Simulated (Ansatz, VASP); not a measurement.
**One calculation of Al3N, two programs**

```
CELL_PARAMETERS angstrom
5.19462 0.00000 0.00000
-2.59731 4.49867 0.00000
0.00000 0.00000 4.69281
ATOMIC_POSITIONS crystal
Al 0.31150 0.31150 0.25000
Al 0.00000 0.31150 0.75000
Al 0.68850 0.00000 0.25000
Al 0.68850 0.68850 0.75000
Al 0.00000 0.68850 0.25000
Al 0.31150 0.00000 0.75000
N 0.00000 0.00000 0.00000
N 0.00000 0.00000 0.50000
```

Alike in both runs: task relaxation of cell and atoms; functional PBE; k mesh 6 × 6 × 4; occupations gaussian, width 0.1 eV; no spin polarisation.

|  | VASP | Ansatz |
| --- | --- | --- |
| version | VASP 6.6.1 | Ansatz 0.2.0 |
| potentials or method | VASP PAW PBE potentials, release 64 (Al, N), cutoff 600 eV | scalar-relativistic, plane waves, PAW |
| valence electrons in the cell | 28 | 28 |

Ansatz gave:

| Quantity | Value |
| --- | --- |
| gap on the k mesh at the Fermi level, each at its own relaxed structure (eV) | none |
| relaxed volume (Å³/atom) | 13.41 |
| relaxed cell length with the largest relative difference (Å) | 4.870 |

Task: Which values does VASP return?

Result: gap on the k mesh at the Fermi level, each at its own relaxed structure (eV): none; relaxed volume (Å³/atom): 13.39; relaxed cell length with the largest relative difference (Å): 4.864.

A gap of «none» marks a metal or a gap that the smearing closes.
